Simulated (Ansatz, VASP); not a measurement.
**Si: VASP beside Ansatz**

```
CELL_PARAMETERS angstrom
3.57754 0.00000 0.00000
-1.78877 3.09824 0.00000
0.00000 0.00000 7.10141
ATOMIC_POSITIONS crystal
Si 0.33333 0.66667 0.07735
Si 0.66667 0.33333 0.57735
Si 0.33333 0.66667 0.42265
Si 0.66667 0.33333 0.92265
```

Alike in both runs: task single point; functional LDA; k mesh 12 × 12 × 6; occupations gaussian, width 0.03 eV; no spin polarisation.

|  | VASP | Ansatz |
| --- | --- | --- |
| version | VASP 6.6.1 | Ansatz 0.2.0 |
| potentials or method | VASP PAW LDA potentials, release 64 (Si), cutoff 520 eV | scalar-relativistic, plane waves, PAW |
| valence electrons in the cell | 16 | 16 |

VASP gave:

```
gap on the k mesh at the Fermi level (eV)                     : none
pressure (GPa)                                                : -1.6
traceless stress, the component that is largest in VASP (GPa) : -16.29
rms of the force components (eV/Å)                            : 0.458
```

**Question.** Which values does Ansatz return?

**Answer.** gap on the k mesh at the Fermi level (eV): none; pressure (GPa): -1.7; traceless stress, the component that is largest in VASP (GPa): -16.23; rms of the force components (eV/Å): 0.460.

Ansatz warns that its potentials were made for another functional, while VASP's fit it. LDA's correlation is that of Perdew and Zunger in VASP and of Perdew and Wang (1992) in Ansatz. Atom by atom the forces differ by 0.003 eV/Å (rms over components). A gap of «none» marks a metal or a gap that the smearing closes.
